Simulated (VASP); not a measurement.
Wanted: the native input for a VASP 6.6.1 run.

```yaml
Task: single point
Functional: LDA
Potentials_or_basis: VASP PAW LDA potentials, release 64 (Ca_sv, Zn)
Cutoff: 520 eV
k_mesh: 5 × 5 × 5
Occupations: fermi-dirac, width 0.15 eV
Spin: no spin polarisation
Dipole_correction: no
Further_INCAR_settings: ALGO = Normal; EDIFF = 1e-06; NBANDS = 31
```

The structure of CaZn3 lies in POSCAR:

```
CaZn3
1.0
    4.3348360000      0.0000000000      0.0000000000
    0.0000000000      4.3348360000      0.0000000000
    0.0000000000      0.0000000000      4.3348360000
Ca Zn
1 3
Direct
    0.0000000000      0.0000000000      0.0000000000
    0.5000000000      0.5000000000      0.0000000000
    0.5000000000      0.0000000000      0.5000000000
    0.0000000000      0.5000000000      0.5000000000
```

The input as run:

INCAR

```
SYSTEM = CaZn3
PREC = Accurate ; ENCUT = 520
EDIFF = 1E-6 ; ISMEAR = -1
SIGMA = 0.15 ; LREAL = .False.
LASPH = .True. ; NELM = 60
ALGO = Normal ; ISIF = 2
LWAVE = .False. ; LCHARG = .False.
GGA = CA ; NBANDS = 31
```

KPOINTS

```
Automatic mesh
0
Gamma
  5 5 5
  0 0 0
```

Potentials or basis: VASP PAW LDA potentials, release 64 (Ca_sv, Zn).

Launch:

```bash
$ cat potpaw_LDA.64/Ca_sv/POTCAR potpaw_LDA.64/Zn/POTCAR > POTCAR
$ mpirun -np 1 vasp_std > vasp.out
```

It gave:

```yaml
Pressure: -5.1 GPa
Band_gap_on_the_k_mesh: zero (bands 23 and 24 overlap by 1.09 eV)
```

Caveat: the cell stands under tension.

Wall time 18 s on 1 thread of Intel Xeon 8259CL, with other jobs on the host, peak memory 0.16 GiB.
